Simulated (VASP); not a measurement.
A run of VASP 6.6.1 is set up as follows.

Contents of INCAR:

```
SYSTEM = Al
PREC = Accurate ; ENCUT = 520
EDIFF = 1E-6 ; ISMEAR = 0
SIGMA = 0.15 ; LREAL = .FALSE.
LASPH = .TRUE. ; NELM = 100
ALGO = Normal ; ISIF = 2
LWAVE = .FALSE. ; LCHARG = .FALSE.
GGA = PS ; NBANDS = 8
```

Contents of KPOINTS:

```
Automatic mesh
0
G
  20 20 20
  0 0 0
```

File POSCAR:

```
Al
1.0
    0.0000000000      2.0239800000      1.9632606000
    2.0239800000      0.0000000000      1.9632606000
    2.0239800000      2.0239800000      0.0000000000
Al
1
Direct
    0.0000000000      0.0000000000      0.0000000000
```

Potentials or basis: VASP PAW PBE potentials, release 64 (Al).

Command:

```sh
$ cat potpaw_PBE.64/Al/POTCAR > POTCAR
$ mpirun -np 1 vasp_std > vasp.out
```

Task: What does it give for the pressure?

Result: 0.6 GPa.

Stress tensor (GPa, compression positive):
```
0.23 0.00 0.00
0.00 0.23 0.00
0.00 0.00 1.37
```

Caveat: the cell differs from its parent crystal (strain -0.0300 x Voigt [0, 0, 1, 0, 0, 0]); the PAW data sets were made with another functional, which shifts forces and pressure a little.
